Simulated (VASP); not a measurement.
# Rh (Cmce) in VASP: further runs

The runs below take Rh through single point, relaxation of cell and atoms, with PBE.

All numbers are computed with VASP 6.6.1; they aren't measurements. Logs are shortened: lines on timing, memory, paths and dates and some standing lists are left out, and cuts for length are marked.

### Step 1. The cell of the first run

Symmetry: Cmce, No. 64, orthorhombic system. Conventional cell: a = 3.017 Å, b = 9.571 Å, c = 3.993 Å, α = 90.00°, β = 90.00°, γ = 90.00°. Rh (site symmetry m) has 3 Rh at 1.98 to 2.01 Å within 2.6 Å.

### Step 2. Single point, PBE

INCAR

```
PREC     = Accurate       # precision mode
ENCUT    = 520            # plane-wave cutoff, eV
EDIFF    = 1E-6           # SCF threshold, eV
ISMEAR   = 0              # smearing method
SIGMA    = 0.1            # smearing width, eV
LREAL    = F              # projectors in reciprocal space
LASPH    = T              # aspherical terms in the spheres
NELM     = 100            # most SCF steps
ALGO     = Fast           # electronic algorithm
ISIF     = 2              # what is computed and relaxed
LWAVE    = F              # write WAVECAR
LCHARG   = T              # write CHGCAR
GGA      = PE             # functional
LELF     = T              # ELF
LVHAR    = T            
NBANDS   = 38             # bands
```

KPOINTS

```
Automatic mesh
0
Gamma
  6 6 4
```

POSCAR

```
Rh
1.0
    1.5086482983     -4.7857423362      0.0000000000
    1.5086482983      4.7857423362      0.0000000000
    0.0000000000      0.0000000000      3.9926764633
Rh
4
Direct
    0.0980000000      0.9020000000      0.9100000000
    0.5980000000      0.4020000000      0.5900000000
    0.9020000000      0.0980000000      0.0900000000
    0.4020000000      0.5980000000      0.4100000000
```

Potentials or basis: VASP PAW PBE potentials, release 64 (Rh_pv).

The run is started by

```
$ cat potpaw_PBE.64/Rh_pv/POTCAR > POTCAR
$ mpirun -np 1 vasp_std > vasp.out
```

OUTCAR:

```text
PREC = Accurate
   ENCUT = 520
   EDIFF = 1E-6
   ISMEAR = 0
   LREAL = F
   LASPH = T
   NELM = 100
   ISIF = 2
   GGA = PE

 ion  position               nearest neighbor table
   1  0.098  0.902  0.910-   2 1.98   2 1.98   3 2.01   2 3.11   2 3.11   4 3.13   4 3.13   4 3.13
                             4 3.13   3 3.36   3 3.36
   2  0.598  0.402  0.590-   1 1.98   1 1.98   4 2.01   1 3.11   1 3.11   3 3.13   3 3.13   3 3.13
                             3 3.13   4 3.36   4 3.36
   3  0.902  0.098  0.090-   4 1.98   4 1.98   1 2.01   4 3.11   4 3.11   2 3.13   2 3.13   2 3.13
                             2 3.13   1 3.36   1 3.36
   4  0.402  0.598  0.410-   3 1.98   3 1.98   2 2.01   3 3.11   3 3.11   1 3.13   1 3.13   1 3.13
                             1 3.13   2 3.36   2 3.36

  LATTYP: Found a base centered orthorhombic cell.
 ALAT       =     3.0172965966
 B/A-ratio  =     3.1722054382
 C/A-ratio  =     1.3232628399

  Lattice vectors:

 A1 = (   1.5086482983,  -4.7857423362,   0.0000000000)
 A2 = (   1.5086482983,   4.7857423362,   0.0000000000)
 A3 = (   0.0000000000,   0.0000000000,   3.9926764633)

Analysis of symmetry for initial positions (statically):
=====================================================================
 Subroutine PRICEL returns:
 Original cell was already a primitive cell.

 Routine SETGRP: Setting up the symmetry group for a
 base centered orthorhombic supercell.

 Subroutine GETGRP returns: Found  8 space group operations
 (whereof  4 operations were pure point group operations)
 out of a pool of  8 trial point group operations.

The static configuration has the point symmetry C_2h.
 The point group associated with its full space group is D_2h.

Analysis of symmetry for dynamics (positions and initial velocities):
=====================================================================
 Subroutine PRICEL returns:
 Original cell was already a primitive cell.

 Routine SETGRP: Setting up the symmetry group for a
 base centered orthorhombic supercell.

 Subroutine GETGRP returns: Found  8 space group operations
 (whereof  4 operations were pure point group operations)
 out of a pool of  8 trial point group operations.

The dynamic configuration has the point symmetry C_2h.
 The point group associated with its full space group is D_2h.

 Subroutine INISYM returns: Found  8 space group operations
 (whereof  4 operations are pure point group operations),
 and found     1 'primitive' translations

----------------------------------------------------------------------------------------

                                     Primitive cell

  volume of cell :      57.6543

  direct lattice vectors                    reciprocal lattice vectors
     1.508648298 -4.785742336  0.000000000     0.331422506 -0.104477000  0.000000000
     1.508648298  4.785742336  0.000000000     0.331422506  0.104477000  0.000000000
     0.000000000  0.000000000  3.992676463     0.000000000  0.000000000  0.250458561

  length of vectors
     5.017902888  5.017902888  3.992676463     0.347500102  0.347500102  0.250458561

  position of ions in fractional coordinates (direct lattice)
     0.098000000  0.902000000  0.910000000
     0.598000000  0.402000000  0.590000000
     0.902000000  0.098000000  0.090000000
     0.402000000  0.598000000  0.410000000

  ion indices of the primitive-cell ions
   primitive index   ion index
                 1           1
                 2           2
                 3           3
                 4           4

----------------------------------------------------------------------------------------

 KPOINTS: Automatic mesh

Automatic generation of k-mesh.
 Grid dimensions read from file:
 generate k-points for:    6    6    4

 Generating k-lattice:

  Cartesian coordinates                     Fractional coordinates (reciprocal lattice)
     0.055237084 -0.017412833  0.000000000     0.166666667  0.000000000  0.000000000
     0.055237084  0.017412833  0.000000000     0.000000000  0.166666667  0.000000000
     0.000000000  0.000000000  0.062614640     0.000000000  0.000000000  0.250000000

  Length of vectors
     0.057916684  0.057916684  0.062614640

  Shift w.r.t. Gamma in fractional coordinates (k-lattice)
     0.000000000  0.000000000  0.000000000

 Subroutine IBZKPT returns following result:
 ===========================================

 Found     39 irreducible k-points:

 Following reciprocal coordinates:
            Coordinates               Weight
  0.000000  0.000000  0.000000      1.000000
  0.166667 -0.000000  0.000000      4.000000
  0.333333  0.000000  0.000000      4.000000
  0.500000  0.000000  0.000000      2.000000
  0.166667  0.166667  0.000000      2.000000
  0.333333  0.166667  0.000000      4.000000
[... 16 lines left out ...]
  0.333333  0.333333  0.250000      4.000000
  0.500000  0.333333  0.250000      8.000000
 [... further k-points ...]
   k-points           NKPTS =     39   k-points in BZ     NKDIM =     39   number of bands    NBANDS=     38
   number of dos      NEDOS =    301   number of ions     NIONS =      4
   total plane-waves  NPLWV =  48000
   dimension x,y,z NGX =    40 NGY =   40 NGZ =   30
   dimension x,y,z NGXF=    80 NGYF=   80 NGZF=   60
   ions per type =               4
   NGX,Y,Z   is equivalent  to a cutoff of  13.25, 13.25, 12.49 a.u.
   NGXF,Y,Z  is equivalent  to a cutoff of  26.50, 26.50, 24.98 a.u.
 SYSTEM =  unknown system
   PREC   = accura    normal or accurate (medium, high low for compatibility)
   ISTART =      0    job   : 0-new  1-cont  2-samecut
   ICHARG =      2    charge: 1-file 2-atom 10-const
   ISPIN  =      1    spin polarized calculation?
   LNONCOLLINEAR =      F non collinear calculations
   LSORBIT =      F    spin-orbit coupling
   LASPH  =      T    aspherical Exc in radial PAW
   ENCUT  =  520.0 eV  38.22 Ry    6.18 a.u.   9.33  9.33  7.42*2*pi/ulx,y,z
   NELM   =    100;   NELMIN=  2; NELMDL= -5     # of ELM steps
   EDIFF  = 0.1E-05   stopping-criterion for ELM
   LREAL  =      F    real-space projection
   EDIFFG = 0.1E-04   stopping-criterion for IOM
   NSW    =      0    number of steps for IOM
   IBRION =     -1    ionic relax: 0-MD 1-quasi-New 2-CG
   NFREE  =      0    steps in history (QN), initial steepest desc. (CG)
   ISIF   =      2    stress and relaxation
   ISYM   =      2    0-nonsym 1-usesym 2-fastsym
   POTIM  = 0.5000    time-step for ionic-motion
   TEBEG  =    0.0;   TEEND  =   0.0 temperature during run
   PSTRESS=    0.0 pullay stress
   NELECT =      60.0000    total number of electrons
   NUPDOWN=      -1.0000    fix difference up-down
   EMIN   =  10.00;   EMAX   =-10.00  energy-range for DOS
   EFERMI =   0.00;   METHOD = LEGACY
   ISMEAR =     0;   SIGMA  =   0.10  broadening in eV -4-tet -1-fermi 0-gaus
   EFERMI_NEDOS =   21; number of points for ismear=-14 and -15
   IALGO  =     68    algorithm
   IMIX   =      4    mixing-type and parameters
     AMIX     =   0.40;   BMIX     =  1.00
     AMIX_MAG =   1.60;   BMIX_MAG =  1.00
  volume/ion in A,a.u.               =      14.41        97.27
  Fermi-wavevector in a.u.,A,eV,Ry     =   1.659007  3.135068 37.447352  2.752303
  Thomas-Fermi vector in A             =   2.746490
   LORBIT       =      0    0 simple, 1 ext, 2 COOP (PROOUT), +10 PAW based schemes
   GGA     = PE    functional components
   LHFCALC =     F    Hartree Fock is set to
   AEXX    =    0.0000 exact exchange contribution
   IVDW    =     0    specifies the selected vdW correction
   LEPSILON=     F    determine dielectric tensor
   LRPA    =     F    only Hartree local field effects (RPA)
 non-spin polarized calculation
 RMM-DIIS sequential band-by-band and
 Gauss-broadening in eV      SIGMA  =   0.10
  energy-cutoff  :      520.00
  volume of cell :       57.65
 maximum number of plane-waves:      1576
 NGX is ok and might be reduce to    40
   NGX = 19   NGY = 19   NGZ = 15

 number of electron      60.0000010 magnetization

 Free energy of the ion-electron system (eV)
  ---------------------------------------------------
  ext. energy  EPLUGINS =         0.00000000
  ---------------------------------------------------
  free energy    TOTEN  =       -11.40454332 eV

  energy without entropy =      -11.37838053  energy(sigma->0) =      -11.39146192

 E-fermi :  12.2563     XC(G=0): -13.2868

 val. band max:       12.2351966638   @ k =   0.5000   0.3333   0.2500
 cond. band min:      12.2593110346   @ k =   0.3333   0.0000   0.5000
 fundamental gap:      0.0241143707
 Fermi energy:        12.2563495376

 k-point     1 :       0.0000    0.0000    0.0000
  band No.  band energies     occupation
      1     -37.9048      2.00000
      2     -37.8366      2.00000
      3     -37.5361      2.00000
      4     -37.0212      2.00000
      5     -36.8424      2.00000
      6     -36.4176      2.00000
[... 30 lines left out ...]
     37      19.1426      0.00000
     38      23.9907      0.00000

 k-point     2 :       0.1667   -0.0000    0.0000
  band No.  band energies     occupation
      1     -37.9174      2.00000
      2     -37.9019      2.00000
      3     -37.5967      2.00000
      4     -37.1258      2.00000
      5     -36.8181      2.00000
      6     -36.5409      2.00000
[... 30 lines left out ...]
     37      19.4501      0.00000
     38      20.8134      0.00000

 k-point     3 :       0.3333    0.0000    0.0000
  band No.  band energies     occupation
      1     -38.0181      2.00000
      2     -37.9283      2.00000
      3     -37.6611      2.00000
      4     -37.3655      2.00000
      5     -36.8107      2.00000
      6     -36.7430      2.00000
[... 30 lines left out ...]
     37      18.9266      0.00000
     38      20.3680      0.00000

 k-point     4 :       0.5000    0.0000    0.0000
  band No.  band energies     occupation
      1     -38.0028      2.00000
      2     -38.0028      2.00000
      3     -37.5843      2.00000
      4     -37.5843      2.00000
      5     -36.8219      2.00000
      6     -36.8219      2.00000
[... 30 lines left out ...]
     37      20.5704      0.00000
     38      20.5704      0.00000
[... 703 lines left out ...]
      4     -37.1890      2.00000
      5     -36.7655      2.00000
      6     -36.4599      2.00000
[... 30 lines left out ...]
     37      19.8344      0.00000
     38      23.4790      0.00000

 k-point    23 :       0.3333    0.3333    0.2500
  band No.  band energies     occupation
      1     -37.9995      2.00000
      2     -37.8919      2.00000
      3     -37.7140      2.00000
      4     -37.4712      2.00000
      5     -36.7550      2.00000
      6     -36.7193      2.00000
[... 30 lines left out ...]
     37      18.1034      0.00000
     38      21.7592      0.00000

 k-point    24 :       0.5000    0.3333    0.2500
  band No.  band energies     occupation
      1     -37.8878      2.00000
      2     -37.8233      2.00000
      3     -37.6274      2.00000
      4     -37.2544      2.00000
      5     -36.7603      2.00000
      6     -36.5590      2.00000
[... 30 lines left out ...]
     37      20.6654      0.00000
     38      21.8850      0.00000

 [... further k-points ...]
[... 5 lines left out ...]
  --------------------------------------------------------------------------------------
  -------------------------------------------------------------------------------------
  Total       73.5556636     43.4778784     56.0811871      0.0000000      0.0000000      0.0000000
  in kB     2044.0676508   1208.2240906   1558.4624596      0.0000000      0.0000000      0.0000000
  external PRESSURE =    1603.5847337 kB  Pullay stress =       0.0000000 kB

 VOLUME and BASIS-vectors are now :
 -----------------------------------------------------------------------------
  energy-cutoff  :      520.00
  volume of cell :       57.65
      direct lattice vectors                 reciprocal lattice vectors
     1.508648298 -4.785742336  0.000000000     0.331422506 -0.104477000  0.000000000
     1.508648298  4.785742336  0.000000000     0.331422506  0.104477000  0.000000000
     0.000000000  0.000000000  3.992676463     0.000000000  0.000000000  0.250458561

 POSITION                                       TOTAL-FORCE (eV/Angst)
 -----------------------------------------------------------------------------------
      1.50865      3.84774      3.63334         0.000000    -13.000403     14.094624
      1.50865     -0.93801      2.35568         0.000000    -13.000403    -14.094624
      1.50865     -3.84774      0.35934         0.000000     13.000403    -14.094624
      1.50865      0.93801      1.63700         0.000000     13.000403     14.094624
 -----------------------------------------------------------------------------------
    total drift:                                0.000000      0.000000      0.000000

  FREE ENERGIE OF THE ION-ELECTRON SYSTEM (eV)
  ---------------------------------------------------
  free  energy   TOTEN  =       -11.4045433173 eV

  energy  without entropy=      -11.3783805266  energy(sigma->0) =      -11.39146192
```

Run time: 93 s. Hardware: 1 thread of Intel Xeon Platinum 8259CL at 2.50GHz (Skylake/Cascade Lake), shared host; peak memory 0.24 GiB.

Results:

```yaml
Free_energy: -11.4045 eV
Pressure: 160.4 GPa
Largest_force: 19.175 eV/Å
Band_gap_on_the_k_mesh: zero (bands 30 and 31 overlap by 0.28 eV)
```

Forces in eV/Å, atoms in the order of the input:
```
Rh    0.000 -13.000  14.095
Rh    0.000 -13.000 -14.095
Rh    0.000  13.000 -14.095
Rh    0.000  13.000  14.095
```

Caveat: the k points lie up to 0.39 Å⁻¹ apart; atoms lie so close that the PAW spheres overlap strongly, which falsifies energies and pressures; forces of over 1 eV/Å act on the atoms, so gaps and moduli don't describe the material at rest.

### Step 3. Relaxation of cell and atoms, PBE

This run uses another cell than the first one, of 14.52 Å³/atom.

INCAR

```
SYSTEM = Rh
ALGO = Fast ; EDIFF = 1E-6
EDIFFG = -0.04 ; ENCUT = 600
GGA = PE ; IBRION = 2
ISIF = 3 ; ISMEAR = 0
LASPH = .True. ; LCHARG = .False.
LREAL = .False. ; LWAVE = .False.
NELM = 100 ; NSW = 90
PREC = Accurate ; SIGMA = 0.1
```

KPOINTS

```
k-points
0
Gamma
  6 6 4
  0 0 0
```

POSCAR

```
Rh
1.0
    2.0453516453     -3.4664917326      0.0000000000
    2.0453516453      3.4664917326      0.0000000000
    0.0000000000      0.0000000000      4.0961446234
Rh
4
Direct
    0.1525000000      0.8475000000      0.0785000000
    0.6525000000      0.3475000000      0.4215000000
    0.8475000000      0.1525000000      0.9215000000
    0.3475000000      0.6525000000      0.5785000000
```

Potentials or basis: VASP PAW PBE potentials, release 64 (Rh_pv).

The run is started by

```
$ cat potpaw_PBE.64/Rh_pv/POTCAR > POTCAR
$ mpirun -np 1 vasp_std > vasp.out
```

Run time: 22 min. Hardware: 1 thread of AMD EPYC 9R45 (Zen 5), shared host; peak memory 0.2 GiB.

The run converged. Its results:

```yaml
Free_energy: -27.6668 eV
Relaxed_volume: 15.49 Å³/atom
Relaxed_cell: a = 4.665 Å, b = 4.665 Å, c = 3.806 Å, α = 90.00°, β = 90.00°, γ = 131.58°
Space_group_after_relaxing_to_0.1_Å: I4/mmm (No. 139)
Pressure_after_relaxing: -0.2 GPa
Largest_force_after_relaxing: 0.040 eV/Å
Band_gap_on_the_k_mesh: zero (bands 30 and 31 overlap by 1.54 eV)
```

Forces on the atoms (eV/Å):
```
Rh   0.000 -0.040  0.000
Rh   0.000 -0.040  0.000
Rh   0.000  0.040  0.000
Rh   0.000  0.040  0.000
```

Stress tensor (GPa, compression positive):
```
-0.19  0.00  0.00
 0.00 -0.40  0.00
 0.00  0.00  0.03
```

Final structure:
```yaml
crystal:
  lattice:
    - [1.91294, -4.25498, 0.00000]
    - [1.91294, 4.25498, 0.00000]
    - [0.00000, 0.00000, 3.80608]
  atoms:
    - { symbol: Rh, position: [0.14303, 0.85697, 0.99999] }
    - { symbol: Rh, position: [0.64303, 0.35697, 0.50001] }
    - { symbol: Rh, position: [0.85697, 0.14303, 0.00001] }
    - { symbol: Rh, position: [0.35697, 0.64303, 0.49999] }
```

Levels at points of the mesh, in eV from the Fermi level:
```tsv
k point	band 26	band 27	band 28	band 29	band 30	band 31	band 32	band 33	band 34	band 35
(0.00, 0.00, 0.00)	-0.86	-0.85	-0.67	0.27	0.48	0.99	1.03	1.16	2.24	3.91
(0.50, 0.00, 0.00)	-1.76	-1.68	-1.68	-0.92	-0.92	0.01	0.01	0.45	0.45	4.62
(0.50, 0.50, 0.00)	-0.52	-0.11	0.26	0.30	0.79	0.81	0.99	1.04	1.15	3.81
(0.00, 0.00, 0.50)	-1.74	-1.58	-1.58	-1.29	-1.29	-0.74	-0.74	-0.12	-0.12	7.83
(0.50, 0.00, 0.50)	-1.43	-1.31	-1.31	-0.46	-0.46	0.34	0.34	2.28	2.28	3.67
(0.50, 0.50, 0.50)	-2.04	-1.63	-1.63	-0.42	-0.42	0.70	0.70	1.62	1.62	2.26
```

Caveat: the k points lie up to 0.41 Å⁻¹ apart in the final cell, too coarse for converged energies and pressures of a metal; a cell axis changed by over 15 % at a fixed basis, so the end point is rough.
